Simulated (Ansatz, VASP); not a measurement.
# Cu: VASP beside Ansatz

INCAR

```
PREC = Accurate ; ENCUT = 520
EDIFF = 1E-8 ; ISMEAR = -1
SIGMA = 0.08 ; LREAL = F
LASPH = T ; NELM = 60
ALGO = Normal ; ISIF = 2
LWAVE = F ; LCHARG = F
GGA = PE ; LEFG = T
NBANDS = 12
```

The input KPOINTS:

```
regular mesh
0
Gamma
  19 19 19
```

Contents of POSCAR:

```
Cu
1.0
    0.0180750000      1.8165375000      1.8165375000
    1.8165375000      0.0180750000      1.8165375000
    1.8165375000      1.8165375000      0.0180750000
Cu
1
Direct
    0.0000000000      0.0000000000      0.0000000000
```

Input for Ansatz:

```yaml
crystal:
  lattice:
    - [0.018075, 1.8165375, 1.8165375]
    - [1.8165375, 0.018075, 1.8165375]
    - [1.8165375, 1.8165375, 0.018075]
  atoms:
    - { symbol: Cu, position: [0.0, 0.0, 0.0] }
kpoints:
  mp_grid: { grid: [19, 19, 19] }
scf:
  occupations: { method: fermi_dirac, width: 0.08 }
hamiltonian:
  xc: pbe
  pseudopotentials: { kind: paw }
output:
  forces: true
  stress: true
  eigenvalues: true
  efg: { contact_densities: true }
```

Change from the starting cell: equal xy, yz and zx shear strains of +1 %, PAW files.

Alike in both runs: task electric field gradients; functional PBE; k mesh 19 × 19 × 19; occupations fermi-dirac, width 0.08 eV; no spin polarisation.

|  | VASP | Ansatz |
| --- | --- | --- |
| version | VASP 6.6.1 | Ansatz 0.2.0 |
| potentials or method | VASP PAW PBE potentials, release 64 (Cu) | PAW with Ansatz's default frozen-core files, scalar-relativistic |
| plane-wave cutoff (eV) | 520 | 420 |
| valence electrons in the cell | 11 | 19 |

VASP gave:

| Property | Result |
| --- | --- |
| pressure (GPa) | 2.3 |
| traceless stress, the component that is largest in VASP (GPa) | -0.75 |
| size of Vzz on the site where it differs most (V/Å²) | 0.6 |

**Question.** Which values does Ansatz return?

**Answer.** Pressure (GPa): 1.8; traceless stress, the component that is largest in VASP (GPa): -0.76; size of Vzz on the site where it differs most (V/Å²): 0.1.

With one functional, cell and mesh, what is left measures potentials, basis and numerics. VASP's potentials hold 11 valence electrons a cell and Ansatz's 19, so a difference there can come from the potentials and not from the codes.
